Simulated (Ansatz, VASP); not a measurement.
# Be2B2S5: VASP beside Ansatz

The input INCAR:

```
ALGO = Normal ; EDIFF = 1E-6
EDIFFG = -0.04 ; ENCUT = 600
GGA = PE ; IBRION = 2
ISIF = 3 ; ISMEAR = 0
LASPH = T ; LCHARG = F
LREAL = F ; LWAVE = F
NELM = 60 ; NSW = 90
PREC = Accurate ; SIGMA = 0.1
```

Contents of KPOINTS:

```
k-points
0
Gamma
  4 4 2
```

File POSCAR:

```
Be2B2S5
1.0
    4.0803648600      0.0000000000      0.0000000000
    0.0000000000      4.0803648600      0.0000000000
    0.0000000000      0.0000000000      7.7067002000
Be B S
2 2 5
Direct
    0.5000000000      0.5000000000      0.2362380000
    0.5000000000      0.5000000000      0.7637620000
    0.0000000000      0.0000000000      0.0000000000
    0.0000000000      0.0000000000      0.5000000000
    0.5000000000      0.0000000000      0.2244620000
    0.5000000000      0.0000000000      0.7755380000
    0.5000000000      0.5000000000      0.5000000000
    0.0000000000      0.5000000000      0.2244620000
    0.0000000000      0.5000000000      0.7755380000
```

Input for Ansatz:

```yaml
crystal:
  lattice:
    - [4.08036486, 0.0, 0.0]
    - [0.0, 4.08036486, 0.0]
    - [0.0, 0.0, 7.7067002]
  atoms:
    - { symbol: Be, position: [0.5, 0.5, 0.236238] }
    - { symbol: Be, position: [0.5, 0.5, 0.763762] }
    - { symbol: B, position: [0.0, 0.0, 0.0] }
    - { symbol: B, position: [0.0, 0.0, 0.5] }
    - { symbol: S, position: [0.5, 0.0, 0.224462] }
    - { symbol: S, position: [0.5, 0.0, 0.775538] }
    - { symbol: S, position: [0.5, 0.5, 0.5] }
    - { symbol: S, position: [0.0, 0.5, 0.224462] }
    - { symbol: S, position: [0.0, 0.5, 0.775538] }
basis:
  ecutwfc: 420
kpoints:
  mp_grid: { grid: [4, 4, 2] }
hamiltonian:
  xc: pbe
scf:
  occupations: { method: gaussian, width: 0.1 }
  lower_state_search: "off"
output:
  forces: true
  stress: true
  eigenvalues: true
relax:
  adjacent_minimum: "off"
  f_tol: 0.04
  max_steps: 70
  cell: { stress_tol: 0.4 }
```

Change from the starting cell: species swapped into the Eu2Ti2O5 type (P4/mmm, No. 123).

Alike in both runs: task relaxation of cell and atoms; functional PBE; k mesh 4 × 4 × 2; occupations gaussian, width 0.1 eV; no spin polarisation.

|  | VASP | Ansatz |
| --- | --- | --- |
| version | VASP 6.6.1 | Ansatz 0.2.0 |
| potentials or method | VASP PAW PBE potentials, release 64 (Be, B, S), cutoff 600 eV | scalar-relativistic, plane waves, PAW |
| valence electrons in the cell | 40 | 40 |

```tsv
	VASP	Ansatz	Ansatz less VASP
gap on the k mesh at the Fermi level, each at its own relaxed structure (eV)	none	none	-
relaxed volume (Å³/atom)	15.17	15.18	+0.016
relaxed length of the cell vector where the two differ most in proportion (Å)	7.376	7.413	+0.0370
```

A gap of «none» marks a metal or a gap that the smearing closes.

The k mesh is coarse, so the values compare programs but aren't converged.
